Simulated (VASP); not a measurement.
Set up this calculation in VASP 6.6.1, as the native input.

```
Task                   : single point
Functional             : r2SCAN
Potentials or basis    : VASP PAW PBE potentials, release 64 (Al, N)
Cutoff                 : 520 eV
k mesh                 : 12 × 12 × 6
Occupations            : gaussian, width 0.01 eV
Spin                   : no spin polarisation
Dipole correction      : no
Further INCAR settings : ALGO = Normal; EDIFF = 1e-06; NBANDS = 16
```

Crystal: AlN.

```
Al N
1.0
     3.24246    0.00000    0.00000
    -1.62123    2.80805    0.00000
     0.00000    0.00000    4.84013
Al N
2 2
Direct
  0.33333 0.66667 0.99041
  0.66667 0.33333 0.49041
  0.33333 0.66667 0.38459
  0.66667 0.33333 0.88459
```

This cell differs from its parent crystal: epitaxial xy strain +4.4%.

These files were run (other wordings do the same):

POSCAR

```
AlN
1.0
    3.2424562796      0.0000000000      0.0000000000
   -1.6212281398      2.8080495088      0.0000000000
    0.0000000000      0.0000000000      4.8401251923
Al N
2 2
Direct
    0.3333333333      0.6666666667     -0.0095925105
    0.6666666667      0.3333333333      0.4904074895
    0.3333333333      0.6666666667      0.3845925105
    0.6666666667      0.3333333333      0.8845925105
```

INCAR.step1

```
SYSTEM = AlN
PREC     = Accurate       ! precision mode
ENCUT    = 520            ! plane-wave cutoff, eV
ISMEAR   = 0              ! smearing method
SIGMA    = 0.01           ! smearing width, eV
LREAL    = .False.        ! projectors in reciprocal space
LASPH    = .True.         ! aspherical terms in the spheres
NELM     = 60             ! most SCF steps
NBANDS   = 16             ! bands
GGA      = PE             ! functional
ALGO     = Normal         ! electronic algorithm
EDIFF    = 1E-4           ! SCF threshold, eV
LWAVE    = .True.         ! write WAVECAR
LCHARG   = .False.        ! write CHGCAR
```

INCAR.step2

```
SYSTEM = AlN
PREC     = Accurate       ! precision mode
ENCUT    = 520            ! plane-wave cutoff, eV
EDIFF    = 1E-6           ! SCF threshold, eV
ISMEAR   = 0              ! smearing method
SIGMA    = 0.01           ! smearing width, eV
LREAL    = .False.        ! projectors in reciprocal space
LASPH    = .True.         ! aspherical terms in the spheres
NELM     = 60             ! most SCF steps
ALGO     = Normal         ! electronic algorithm
ISIF     = 2              ! what is computed and relaxed
LWAVE    = .False.        ! write WAVECAR
LCHARG   = .False.        ! write CHGCAR
METAGGA  = R2SCAN         ! meta-GGA
LMIXTAU  = .True.       
NBANDS   = 16             ! bands
ISTART   = 1
```

KPOINTS

```
Automatic mesh
0
Gamma
  12 12 6
  0 0 0
```

Potentials or basis: VASP PAW PBE potentials, release 64 (Al, N).

Command:

```sh
$ cat potpaw_PBE.64/Al/POTCAR potpaw_PBE.64/N/POTCAR > POTCAR
$ cp INCAR.step1 INCAR
$ mpirun -np 1 vasp_std > vasp.out
$ cp INCAR.step2 INCAR
$ mpirun -np 1 vasp_std > vasp.out
```

It gave:

The pressure is -12.2 GPa. The band gap on the k mesh is 4.01 eV, direct.

Caveat: the cell differs from its parent crystal (epitaxial xy strain +4.4%); the PAW data sets were made with another functional, which shifts forces and pressure a little.

Run time: 97 s on 1 thread of AMD EPYC 9R45 96-Core Processor (Zen 5), with other jobs on the host, peak memory 0.15 GiB.
